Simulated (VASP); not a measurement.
# Ta3Si3N (P6/mmm) in VASP: a series of runs, part 2 of 2

VASP 6.6.1.

## (3) Single point, PBE

This run uses another cell than the first one, of 17.68 Å³/atom.

INCAR

```
SYSTEM = Ta3Si3N
PREC = Accurate
ENCUT = 520
EDIFF = 1E-7
ISMEAR = 0
SIGMA = 0.1
LREAL = .FALSE.
LASPH = .TRUE.
NELM = 80
ALGO = Normal
ISIF = 2
LWAVE = .FALSE.
LCHARG = .FALSE.
GGA = PE
NBANDS = 34
```

KPOINTS

```
regular mesh
0
G
  6 6 4
  0 0 0
```

POSCAR

```
Ta3Si3N
1.0
    5.2361449887      0.0000000033      0.0000000000
   -2.6180724972      4.5346345765      0.0000000000
    0.0000000000      0.0000000000      5.2112846204
Ta Si N
3 3 1
Direct
    0.5000000000      0.0000000000      0.0000000000
    0.0000000000      0.5000000000      0.0000000000
    0.5000000000      0.5000000000      0.0000000000
    0.5000000000      0.0000000000      0.5000000000
    0.0000000000      0.5000000000      0.5000000000
    0.5000000000      0.5000000000      0.5000000000
    0.0000000000      0.0000000000      0.0000000000
```

Potentials or basis: VASP PAW PBE potentials, release 64 (Ta_pv, Si, N).

Started as:

```console
> cat potpaw_PBE.64/Ta_pv/POTCAR potpaw_PBE.64/Si/POTCAR potpaw_PBE.64/N/POTCAR > POTCAR
> mpirun -np 1 vasp_std > vasp.out
```

OUTCAR:

```text
SYSTEM = Ta3Si3N
   PREC = Accurate
   ENCUT = 520
   EDIFF = 1E-7
   ISMEAR = 0
   LREAL = .FALSE.
   LASPH = .TRUE.
   NELM = 80
   ISIF = 2
   GGA = PE

 ion  position               nearest neighbor table
   1  0.500  0.000  0.000-   4 2.61   4 2.61   7 2.62   7 2.62   3 2.62   3 2.62   2 2.62   2 2.62

   2  0.000  0.500  0.000-   5 2.61   5 2.61   3 2.62   3 2.62   7 2.62   7 2.62   1 2.62   1 2.62

   3  0.500  0.500  0.000-   6 2.61   6 2.61   2 2.62   2 2.62   1 2.62   1 2.62   7 2.62   7 2.62

   4  0.500  0.000  0.500-   1 2.61   1 2.61   6 2.62   6 2.62   5 2.62   5 2.62
   5  0.000  0.500  0.500-   2 2.61   2 2.61   6 2.62   6 2.62   4 2.62   4 2.62
   6  0.500  0.500  0.500-   3 2.61   3 2.61   5 2.62   5 2.62   4 2.62   4 2.62
   7  0.000  0.000  0.000-   1 2.62   1 2.62   2 2.62   2 2.62   3 2.62   3 2.62

  LATTYP: Found a hexagonal cell.
 ALAT       =     5.2361449887
 C/A-ratio  =     0.9952521620

  Lattice vectors:

 A1 = (   5.2361449887,   0.0000000033,   0.0000000000)
 A2 = (  -2.6180724972,   4.5346345765,   0.0000000000)
 A3 = (   0.0000000000,   0.0000000000,   5.2112846204)

Analysis of symmetry for initial positions (statically):
=====================================================================
 Subroutine PRICEL returns:
 Original cell was already a primitive cell.

 Routine SETGRP: Setting up the symmetry group for a
 hexagonal supercell.

 Subroutine GETGRP returns: Found 24 space group operations
 (whereof 24 operations were pure point group operations)
 out of a pool of 24 trial point group operations.

The static configuration has the point symmetry D_6h.

Analysis of symmetry for dynamics (positions and initial velocities):
=====================================================================
 Subroutine PRICEL returns:
 Original cell was already a primitive cell.

 Routine SETGRP: Setting up the symmetry group for a
 hexagonal supercell.

 Subroutine GETGRP returns: Found 24 space group operations
 (whereof 24 operations were pure point group operations)
 out of a pool of 24 trial point group operations.

The dynamic configuration has the point symmetry D_6h.

 Subroutine INISYM returns: Found 24 space group operations
 (whereof 24 operations are pure point group operations),
 and found     1 'primitive' translations

----------------------------------------------------------------------------------------

                                     Primitive cell

  volume of cell :     123.7368

  direct lattice vectors                    reciprocal lattice vectors
     5.236144989  0.000000003  0.000000000     0.190980197  0.110262468  0.000000000
    -2.618072497  4.534634577  0.000000000    -0.000000000  0.220524936  0.000000000
     0.000000000  0.000000000  5.211284620     0.000000000  0.000000000  0.191891265

  length of vectors
     5.236144989  5.236144989  5.211284620     0.220524936  0.220524936  0.191891265

  position of ions in fractional coordinates (direct lattice)
     0.500000000  1.000000000  0.000000000
     0.000000000  0.500000000  0.000000000
     0.500000000  0.500000000  0.000000000
     0.500000000  1.000000000  0.500000000
     0.000000000  0.500000000  0.500000000
     0.500000000  0.500000000  0.500000000
     0.000000000  0.000000000  0.000000000
[... 41 lines left out ...]
  0.333333 -0.000000  0.000000      6.000000
  0.500000  0.000000  0.000000      3.000000
  0.166667  0.166667  0.000000      6.000000
  0.333333  0.166667  0.000000     12.000000
[... 13 lines left out ...]
  0.333333  0.166667  0.500000     12.000000
  0.333333  0.333333  0.500000      2.000000
   k-points           NKPTS =     21   k-points in BZ     NKDIM =     21   number of bands    NBANDS=     34
   number of dos      NEDOS =    301   number of ions     NIONS =      7
   total plane-waves  NPLWV =  64000
   dimension x,y,z NGX =    40 NGY =   40 NGZ =   40
   dimension x,y,z NGXF=    80 NGYF=   80 NGZF=   80
   ions per type =               3   3   1
   NGX,Y,Z   is equivalent  to a cutoff of  12.70, 12.70, 12.76 a.u.
   NGXF,Y,Z  is equivalent  to a cutoff of  25.40, 25.40, 25.52 a.u.
 SYSTEM =  Ta3Si3N
   PREC   = accura    normal or accurate (medium, high low for compatibility)
   ISTART =      0    job   : 0-new  1-cont  2-samecut
   ICHARG =      2    charge: 1-file 2-atom 10-const
   ISPIN  =      1    spin polarized calculation?
   LNONCOLLINEAR =      F non collinear calculations
   LSORBIT =      F    spin-orbit coupling
   LASPH  =      T    aspherical Exc in radial PAW
   ENCUT  =  520.0 eV  38.22 Ry    6.18 a.u.   9.74  9.74  9.69*2*pi/ulx,y,z
   NELM   =     80;   NELMIN=  2; NELMDL= -5     # of ELM steps
   EDIFF  = 0.1E-06   stopping-criterion for ELM
   LREAL  =      F    real-space projection
   EDIFFG = 0.1E-05   stopping-criterion for IOM
   NSW    =      0    number of steps for IOM
   IBRION =     -1    ionic relax: 0-MD 1-quasi-New 2-CG
   NFREE  =      0    steps in history (QN), initial steepest desc. (CG)
   ISIF   =      2    stress and relaxation
   ISYM   =      2    0-nonsym 1-usesym 2-fastsym
   POTIM  = 0.5000    time-step for ionic-motion
   TEBEG  =    0.0;   TEEND  =   0.0 temperature during run
   PSTRESS=    0.0 pullay stress
   NELECT =      50.0000    total number of electrons
   NUPDOWN=      -1.0000    fix difference up-down
   EMIN   =  10.00;   EMAX   =-10.00  energy-range for DOS
   EFERMI =   0.00;   METHOD = LEGACY
   ISMEAR =     0;   SIGMA  =   0.10  broadening in eV -4-tet -1-fermi 0-gaus
   EFERMI_NEDOS =   21; number of points for ismear=-14 and -15
   IALGO  =     38    algorithm
   IMIX   =      4    mixing-type and parameters
     AMIX     =   0.40;   BMIX     =  1.00
     AMIX_MAG =   1.60;   BMIX_MAG =  1.00
  volume/ion in A,a.u.               =      17.68       119.29
  Fermi-wavevector in a.u.,A,eV,Ry     =   1.210315  2.287165 19.930678  1.464864
  Thomas-Fermi vector in A             =   2.345866
   LORBIT       =      0    0 simple, 1 ext, 2 COOP (PROOUT), +10 PAW based schemes
   GGA     = PE    functional components
   LHFCALC =     F    Hartree Fock is set to
   AEXX    =    0.0000 exact exchange contribution
   IVDW    =     0    specifies the selected vdW correction
   LEPSILON=     F    determine dielectric tensor
   LRPA    =     F    only Hartree local field effects (RPA)
 non-spin polarized calculation
 Gauss-broadening in eV      SIGMA  =   0.10
  energy-cutoff  :      520.00
  volume of cell :      123.74
 maximum number of plane-waves:      3379
 NGX is ok and might be reduce to    40
   NGX = 19   NGY = 19   NGZ = 19

 number of electron      49.9999993 magnetization

 Free energy of the ion-electron system (eV)
  ---------------------------------------------------
  ext. energy  EPLUGINS =         0.00000000
  ---------------------------------------------------
  free energy    TOTEN  =       -53.70863476 eV

  energy without entropy =      -53.68180846  energy(sigma->0) =      -53.69522161

 E-fermi :   5.6200     XC(G=0): -10.9377

 val. band max:        5.6020943323   @ k =   0.5000   0.0000   0.0000
 cond. band min:       5.6266287017   @ k =   0.3333   0.1667   0.0000
 fundamental gap:      0.0245343694
 Fermi energy:         5.6200246301

 k-point     1 :       0.0000    0.0000    0.0000
  band No.  band energies     occupation
      1     -29.9554      2.00000
      2     -29.3215      2.00000
      3     -29.3215      2.00000
      4     -28.9350      2.00000
      5     -28.6265      2.00000
      6     -28.6265      2.00000
[... 766 lines left out ...]
     33       7.9473      0.00000
     34       8.4934      0.00000

------------------------ aborting loop because EDIFF is reached ----------------------------------------

  FORCE on cell =-STRESS in cart. coord.  units (eV):
  Direction    XX          YY          ZZ          XY          YZ          ZX
  --------------------------------------------------------------------------------------
  -------------------------------------------------------------------------------------
  Total        0.1433820      0.1433820     -0.0089842      0.0000000      0.0000000     -0.0000000
  in kB        1.8565495      1.8565495     -0.1163302      0.0000000      0.0000000     -0.0000000
  external PRESSURE =       1.1989229 kB  Pullay stress =       0.0000000 kB

 VOLUME and BASIS-vectors are now :
 -----------------------------------------------------------------------------
  energy-cutoff  :      520.00
  volume of cell :      123.74
      direct lattice vectors                 reciprocal lattice vectors
     5.236144989  0.000000003  0.000000000     0.190980197  0.110262468  0.000000000
    -2.618072497  4.534634577  0.000000000    -0.000000000  0.220524936  0.000000000
     0.000000000  0.000000000  5.211284620     0.000000000  0.000000000  0.191891265

 POSITION                                       TOTAL-FORCE (eV/Angst)
 -----------------------------------------------------------------------------------
      2.61807      0.00000      0.00000         0.000000      0.000000      0.000000
     -1.30904      2.26732      0.00000         0.000000      0.000000      0.000000
      1.30904      2.26732      0.00000        -0.000000      0.000000      0.000000
      2.61807      0.00000      2.60564         0.000000      0.000000      0.000000
     -1.30904      2.26732      2.60564        -0.000000      0.000000      0.000000
      1.30904      2.26732      2.60564        -0.000000      0.000000      0.000000
      0.00000      0.00000      0.00000         0.000000      0.000000      0.000000
 -----------------------------------------------------------------------------------
    total drift:                               -0.000000      0.000000     -0.000000

  FREE ENERGIE OF THE ION-ELECTRON SYSTEM (eV)
  ---------------------------------------------------
  free  energy   TOTEN  =       -53.7086347585 eV

  energy  without entropy=      -53.6818084568  energy(sigma->0) =      -53.69522161
```

Run time: 64 s. Hardware: 1 thread of AMD EPYC 9R45 (Zen 5), shared host; peak memory 0.25 GiB.

Results:

```yaml
Free_energy: -53.7086 eV
Pressure: 0.1 GPa
Band_gap_on_the_k_mesh: zero (bands 25 and 26 overlap by 1.50 eV)
```

Caveat: spin-orbit coupling is left out, which moves the levels of the heavy elements.

## (4) Relaxation of cell and atoms, PBE

INCAR

```
ALGO = Normal
EDIFF = 1E-6
EDIFFG = -0.04
ENCUT = 600
GGA = PE
IBRION = 2
ISIF = 3
ISMEAR = 0
LASPH = T
LCHARG = F
LREAL = F
LWAVE = F
NELM = 60
NSW = 90
PREC = Accurate
SIGMA = 0.1
```

KPOINTS

```
k-points
0
Gamma
  6 6 4
```

POSCAR, as its differences from that of step 3:

```diff
@@ -2,5 +2,5 @@
 1.0
-    5.2361449887      0.0000000033      0.0000000000
-   -2.6180724972      4.5346345765      0.0000000000
-    0.0000000000      0.0000000000      5.2112846204
+    4.6288331300      0.0000000000      0.0000000000
+   -2.3144165700      4.0086870800      0.0000000000
+    0.0000000000      0.0000000000      5.9442231900
 Ta Si N
```

Potentials or basis: VASP PAW PBE potentials, release 64 (Ta_pv, Si, N).

Started as:

```console
> cat potpaw_PBE.64/Ta_pv/POTCAR potpaw_PBE.64/Si/POTCAR potpaw_PBE.64/N/POTCAR > POTCAR
> mpirun -np 1 vasp_std > vasp.out
```

OUTCAR:

```text
EDIFF = 1E-6
   EDIFFG = -0.04
   ENCUT = 600
   GGA = PE
   IBRION = 2
   ISIF = 3
   ISMEAR = 0
   LASPH = T
   LREAL = F
   NELM = 60
   NSW = 90
   PREC = Accurate

 ion  position               nearest neighbor table
   1  0.500  0.000  0.000-   2 2.31   2 2.31   7 2.31   7 2.31   3 2.31   3 2.31   4 2.97   4 2.97

   2  0.000  0.500  0.000-   1 2.31   1 2.31   3 2.31   3 2.31   7 2.31   7 2.31   5 2.97   5 2.97

   3  0.500  0.500  0.000-   7 2.31   7 2.31   2 2.31   2 2.31   1 2.31   1 2.31   6 2.97   6 2.97

   4  0.500  0.000  0.500-   5 2.31   5 2.31   6 2.31   6 2.31   1 2.97   1 2.97
   5  0.000  0.500  0.500-   4 2.31   4 2.31   6 2.31   6 2.31   2 2.97   2 2.97
   6  0.500  0.500  0.500-   5 2.31   5 2.31   4 2.31   4 2.31   3 2.97   3 2.97
   7  0.000  0.000  0.000-   3 2.31   3 2.31   1 2.31   1 2.31   2 2.31   2 2.31

  LATTYP: Found a hexagonal cell.
 ALAT       =     4.6288331300
 C/A-ratio  =     1.2841731432

  Lattice vectors:

[... 1007 lines left out ...]
[... ionic steps 4 to 7 ...]

--------------------------------------- Ionic step        8  -------------------------------------------

 number of electron      49.9999996 magnetization

------------------------ aborting loop because EDIFF is reached ----------------------------------------
[... 77 lines left out ...]
--------------------------------------- Ionic step       10  -------------------------------------------

 number of electron      49.9999991 magnetization

 Free energy of the ion-electron system (eV)
  ---------------------------------------------------
  ext. energy  EPLUGINS =         0.00000000
  ---------------------------------------------------
  free energy    TOTEN  =       -53.70567760 eV

  energy without entropy =      -53.67898184  energy(sigma->0) =      -53.69232972

 E-fermi :   5.6067     XC(G=0): -10.9319

 val. band max:        5.5891488273   @ k =   0.5000   0.0000   0.0000
 cond. band min:       5.6126618841   @ k =   0.3333   0.1667   0.0000
 fundamental gap:      0.0235130568
 Fermi energy:         5.6067313384

 k-point     1 :       0.0000    0.0000    0.0000
  band No.  band energies     occupation
      1     -29.9614      2.00000
      2     -29.3322      2.00000
      3     -29.3322      2.00000
      4     -28.9477      2.00000
      5     -28.6408      2.00000
      6     -28.6408      2.00000
[... 716 lines left out ...]
  FREE ENERGIE OF THE ION-ELECTRON SYSTEM (eV)
  ---------------------------------------------------
  free  energy   TOTEN  =       -53.7056776020 eV

  energy  without entropy=      -53.6789818408  energy(sigma->0) =      -53.69232972

 reached required accuracy - stopping structural energy minimisation
```

CONTCAR:

```text
Ta3Si3N
   1.00000000000000
     5.2389155688807234   -0.0000000007708815   -0.0000000000000000
    -2.6194577907669667    4.5370339706758296    0.0000000000000000
     0.0000000000000000    0.0000000000000000    5.2125246576249458
  Ta              Si              N
     3     3     1
Direct
     0.5000000000000000    0.0000000000000000    0.0000000000000000
     0.0000000000000000    0.5000000000000000    0.0000000000000000
     0.5000000000000000    0.5000000000000000    0.0000000000000000
     0.5000000000000000    0.0000000000000000    0.5000000000000000
     0.0000000000000000    0.5000000000000000    0.5000000000000000
     0.5000000000000000    0.5000000000000000    0.5000000000000000
     0.0000000000000000    1.0000000000000000    0.0000000000000000

  0.00000000E+00  0.00000000E+00  0.00000000E+00
  0.00000000E+00  0.00000000E+00  0.00000000E+00
  0.00000000E+00  0.00000000E+00  0.00000000E+00
  0.00000000E+00  0.00000000E+00  0.00000000E+00
  0.00000000E+00  0.00000000E+00  0.00000000E+00
  0.00000000E+00  0.00000000E+00  0.00000000E+00
  0.00000000E+00  0.00000000E+00  0.00000000E+00
```

It took 6.7 min on 1 thread of AMD EPYC 9R45 (Zen 5), shared host; peak memory 0.29 GiB.

What came out:

```
Free energy                           : -53.7057 eV
Relaxed volume                        : 17.70 Å³/atom
Relaxed cell                          : a = 5.239 Å, b = 5.239 Å, c = 5.213 Å, α = 90.00°, β = 90.00°, γ = 120.00°
Space group after relaxing (to 0.1 Å) : P6/mmm (No. 191)
Energy gained by relaxing             : 647.1 meV/atom
Ionic steps                           : 10
Pressure after relaxing               : -0.1 GPa
Band gap on the k mesh                : zero (bands 25 and 26 overlap by 1.49 eV)
```

Step by step:
| step | energy change (eV) | largest force (eV/Å) | pressure (GPa) | volume (Å³) |
| --- | --- | --- | --- | --- |
| 1 | 0.0000 | 0.0000 | 35.35 | 110.30 |
| 2 | -0.6045 | 0.0000 | -20.45 | 171.06 |
| 3 | -3.5458 | 0.0000 | -7.94 | 136.19 |
| 4 | -3.5539 | 0.0000 | -7.24 | 135.20 |
| 5 | -3.5561 | 0.0000 | -6.47 | 134.14 |
| 6 | -4.4854 | 0.0000 | -0.83 | 124.44 |
| 7 | -4.5191 | 0.0000 | 0.75 | 122.88 |
| 8 | -4.5206 | 0.0000 | 1.24 | 122.46 |
| 9 | -4.5292 | 0.0000 | -0.34 | 124.22 |
| 10 | -4.5296 | 0.0000 | -0.06 | 123.90 |

Final structure:
```xyz
7
Lattice="5.2389 0.0000 0.0000 -2.6195 4.5370 0.0000 0.0000 0.0000 5.2125" Properties=species:S:1:pos:R:3 pbc="T T T"
Ta    2.6195    0.0000    0.0000
Ta   -1.3097    2.2685    0.0000
Ta    1.3097    2.2685    0.0000
Si    2.6195    0.0000    2.6063
Si   -1.3097    2.2685    2.6063
Si    1.3097    2.2685    2.6063
N    -2.6195    4.5370    0.0000
```

Caveat: spin-orbit coupling is left out, which moves the levels of the heavy elements.

## (5) Overview

```csv
task,cell,cutoff (eV),gap on the mesh (eV),pressure (GPa)
single point,"a = 4.629, b = 4.629, c = 5.944 Å, angles 90.0, 90.0, 120.0°, 7 atoms",520,none,35.4
single point,"a = 5.236, b = 5.236, c = 5.211 Å, angles 90.0, 90.0, 120.0°, 7 atoms",520,none,0.1
relaxation of cell and atoms,"relaxed from a = 4.629, b = 4.629, c = 5.944 Å, angles 90.0, 90.0, 120.0°, 7 atoms",600,none,-0.1
```

Alike in all rows: level PBE; potentials or basis VASP PAW PBE potentials, release 64 (Ta_pv, Si, N); no spin polarisation; k mesh 6 × 6 × 4; smearing gaussian 0.1 eV.

Caveats: spin-orbit coupling is left out, which moves the levels of the heavy elements; the cell stands under pressure (at least some runs).

Absolute energies hang on the potentials; compare differences alone.
